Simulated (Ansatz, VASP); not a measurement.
## One calculation of MgO, two programs

```xyz
2
Lattice="0.0000 2.0816 2.0816 2.0816 0.0000 2.0816 2.0816 2.0816 0.0000" Properties=species:S:1:pos:R:3 pbc="T T T"
Mg    0.0000    0.0000    0.0000
O     2.0816    2.0816    2.0816
```

Alike in both runs: functional LDA; k mesh 8 × 8 × 8; occupations gaussian, width 0.1 eV; no spin polarisation.

Ansatz relaxed the structure, and its values are those at the end. VASP's run is a single point on that final structure, the one shown.

|  | VASP | Ansatz |
| --- | --- | --- |
| version | VASP 6.6.1 | Ansatz 0.2.0 |
| potentials or method | VASP PAW LDA potentials, release 64 (Mg_sv, O), cutoff 840 eV | scalar-relativistic, plane waves, PAW |
| valence electrons in the cell | 16 | 16 |

|  | VASP | Ansatz | Ansatz less VASP |
| --- | --- | --- | --- |
| gap on the k mesh at the Fermi level (eV) | 5.02 | 5.01 | -0.011 |
| least direct gap on the mesh (eV) | 5.02 | 5.01 | -0.011 |
| pressure (GPa) | 0.1 | -0.5 | -0.62 |

LDA's correlation is that of Perdew and Zunger in VASP and of Perdew and Wang (1992) in Ansatz.
